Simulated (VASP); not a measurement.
Write the native input for VASP 6.6.1 that does the following.

```yaml
Task: electric field gradients
Functional: r2SCAN
Potentials_or_basis: VASP PAW PBE potentials, release 64 (Ca_sv, O)
Cutoff: 520 eV
k_mesh: 9 × 9 × 9
Occupations: fermi-dirac, width 0.03 eV
Spin: no spin polarisation
Dipole_correction: no
Further_INCAR_settings: ALGO = Normal; EDIFF = 1e-08; NBANDS = 15
```

The system is CaO.

```xyz
2
Lattice="0.0000 2.4490 2.4490 2.4490 0.0000 2.4490 2.4490 2.4490 0.0000" Properties=species:S:1:pos:R:3 pbc="T T T"
Ca    0.0000    0.0000    0.0000
O     2.4490    2.4490    2.4490
```

The input as run:

POSCAR

```
CaO
1.0
    0.0000000000      2.4490000000      2.4490000000
    2.4490000000      0.0000000000      2.4490000000
    2.4490000000      2.4490000000      0.0000000000
Ca O
1 1
Direct
    0.0000000000      0.0000000000      0.0000000000
    0.5000000000      0.5000000000      0.5000000000
```

INCAR.step1

```
PREC = Accurate ; ENCUT = 520
ISMEAR = -1 ; SIGMA = 0.03
LREAL = False ; LASPH = True
NELM = 80 ; NBANDS = 15
GGA = PE ; ALGO = Normal
EDIFF = 1E-4 ; LWAVE = True
LCHARG = False
```

INCAR.step2

```
PREC = Accurate ; ENCUT = 520
EDIFF = 1E-8 ; ISMEAR = -1
SIGMA = 0.03 ; LREAL = False
LASPH = True ; NELM = 80
ALGO = Normal ; ISIF = 2
LWAVE = False ; LCHARG = False
METAGGA = R2SCAN ; LMIXTAU = True
LEFG = True ; NBANDS = 15
ISTART = 1
```

KPOINTS

```
regular mesh
0
Gamma
  9 9 9
```

Potentials or basis: VASP PAW PBE potentials, release 64 (Ca_sv, O).

Launch:

```console
$ cat potpaw_PBE.64/Ca_sv/POTCAR potpaw_PBE.64/O/POTCAR > POTCAR
$ cp INCAR.step1 INCAR
$ mpirun -np 1 vasp_std > vasp.out
$ cp INCAR.step2 INCAR
$ mpirun -np 1 vasp_std > vasp.out
```

It gave:

* Pressure: -5.7 GPa
* Band gap on the k mesh: 4.25 eV (least direct gap 4.63 eV)
* Largest electric field gradient by atom: zero within the noise of the run

Caveat: the cell stands under tension; the PAW data sets were made with another functional, which shifts forces and pressure a little; an odd mesh through Γ misses points on the zone boundary, where band edges can lie.

Wall time 2.6 min on 1 thread of Intel Xeon 8259CL, on a shared host, peak memory 0.17 GiB.
